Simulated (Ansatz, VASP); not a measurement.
# One calculation of Zn, two programs

```
Zn
1.0
    -1.56904    1.56904    1.52197
     1.56904   -1.56904    1.52197
     1.56904    1.56904   -1.52197
Zn
1
Direct
  0.00000 0.00000 0.00000
```

Change from the starting cell: strain +0.000 along x and y, -0.030 along z, atoms carried along.

Alike in both runs: task single point; functional PBEsol; k mesh 22 × 22 × 22; occupations gaussian, width 0.15 eV; no spin polarisation.

|  | VASP | Ansatz |
| --- | --- | --- |
| version | VASP 6.6.1 | Ansatz 0.2.0 |
| potentials or method | VASP PAW PBE potentials, release 64 (Zn), cutoff 520 eV | scalar-relativistic, plane waves, PAW |
| valence electrons in the cell | 12 | 12 |

Ansatz gave:

- gap on the k mesh at the Fermi level (eV): none
- pressure (GPa): -3.3
- traceless stress, the component that is largest in VASP (GPa): -1.16

**Question.** Which values does VASP return?

**Answer.** gap on the k mesh at the Fermi level (eV): none; pressure (GPa): -2.9; traceless stress, the component that is largest in VASP (GPa): -1.16.

VASP's potentials were made for PBE, not for PBEsol. A gap of «none» marks a metal or a gap that the smearing closes.
